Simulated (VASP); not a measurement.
Input of a VASP 6.6.1 run:

Contents of INCAR:

```
ALGO     = Normal         # electronic algorithm
EDIFF    = 1E-7           # SCF threshold, eV
ENCUT    = 520            # plane-wave cutoff, eV
GGA      = PS             # functional
ISIF     = 2              # what is computed and relaxed
ISMEAR   = 0              # smearing method
LASPH    = True           # aspherical terms in the spheres
LCHARG   = False          # write CHGCAR
LREAL    = False          # projectors in reciprocal space
LWAVE    = False          # write WAVECAR
NBANDS   = 21             # bands
NELM     = 100            # most SCF steps
PREC     = Accurate       # precision mode
SIGMA    = 0.15           # smearing width, eV
```

KPOINTS

```
k-points
0
Gamma
  22 22 12
```

Contents of POSCAR:

```
Ge
1.0
    0.0000000000      0.0000000000     -2.6427277821
    2.7652112298      0.0000000000      0.0000000000
    0.0000000000     -5.0390024825      0.0000000000
Ge
2
Direct
    0.0000000000      0.4457545961      0.0000000000
    0.0000000000      0.0542454039      0.5000000000
```

Potentials or basis: VASP PAW PBE potentials, release 64 (Ge_d).

Command:

```console
$ cat potpaw_PBE.64/Ge_d/POTCAR > POTCAR
$ mpirun -np 1 vasp_std > vasp.out
```

(1) What does it give for the pressure?

(2) What does it give for the largest force?

## Answers

(1) 0.4 GPa.

(2) 0.008 eV/Å.

Caveat: the PAW data sets were made with another functional, which shifts forces and pressure a little.
